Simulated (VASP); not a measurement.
Set up this calculation in VASP 6.6.1, as the native input.

| Quantity | Value |
| --- | --- |
| Task | single point |
| Functional | r2SCAN |
| Potentials or basis | VASP PAW PBE potentials, release 64 (Ni, Ge_d) |
| Cutoff | 520 eV |
| k mesh | 6 × 6 × 6 |
| Occupations | gaussian, width 0.05 eV |
| Spin | no spin polarisation |
| Dipole correction | no |
| Further INCAR settings | ALGO = Normal; EDIFF = 1e-06; NBANDS = 30 |

Crystal: Ni3Ge.

```
Ni Ge
1.0
     3.53033    0.00000    0.00000
     0.00000    3.53033    0.00000
     0.00000    0.00000    3.53033
Ni Ge
3 1
Direct
  0.50000 0.00000 0.50000
  0.00000 0.50000 0.50000
  0.50000 0.50000 0.00000
  0.00000 0.00000 0.00000
```

These files were run (other wordings do the same):

POSCAR

```
Ni3Ge
1.0
    3.5303341067      0.0000000000      0.0000000000
    0.0000000000      3.5303341067      0.0000000000
    0.0000000000      0.0000000000      3.5303341067
Ni Ge
3 1
Direct
    0.5000000000      0.0000000000      0.5000000000
    0.0000000000      0.5000000000      0.5000000000
    0.5000000000      0.5000000000      0.0000000000
    0.0000000000      0.0000000000      0.0000000000
```

INCAR.step1

```
SYSTEM = Ni3Ge
  ALGO = Normal
  EDIFF = 1E-4
  ENCUT = 520
  GGA = PE
  ISMEAR = 0
  LASPH = .True.
  LCHARG = .False.
  LREAL = .False.
  LWAVE = .True.
  NBANDS = 30
  NELM = 100
  PREC = Accurate
  SIGMA = 0.05
```

INCAR.step2

```
SYSTEM = Ni3Ge
  ALGO = Normal
  EDIFF = 1E-6
  ENCUT = 520
  ISIF = 2
  ISMEAR = 0
  ISTART = 1
  LASPH = .True.
  LCHARG = .False.
  LMIXTAU = .True.
  LREAL = .False.
  LWAVE = .False.
  METAGGA = R2SCAN
  NBANDS = 30
  NELM = 100
  PREC = Accurate
  SIGMA = 0.05
```

KPOINTS

```
k-points
0
Gamma
  6 6 6
  0 0 0
```

Potentials or basis: VASP PAW PBE potentials, release 64 (Ni, Ge_d).

The run is started by

```console
$ cat potpaw_PBE.64/Ni/POTCAR potpaw_PBE.64/Ge_d/POTCAR > POTCAR
$ cp INCAR.step1 INCAR
$ mpirun -np 1 vasp_std > vasp.out
$ cp INCAR.step2 INCAR
$ mpirun -np 1 vasp_std > vasp.out
```

It gave:

```yaml
Pressure: 0.8 GPa
Band_gap_on_the_k_mesh: zero (band 22 reaches 10.22 eV, above the bottom of band 23 at 9.96 eV)
```

Caveat: the PAW data sets were made with another functional, which shifts forces and pressure a little.

Run time: 75 s on 1 thread of Intel(R) Xeon(R) Platinum 8488C (Sapphire Rapids), with other jobs on the host, peak memory 0.17 GiB.
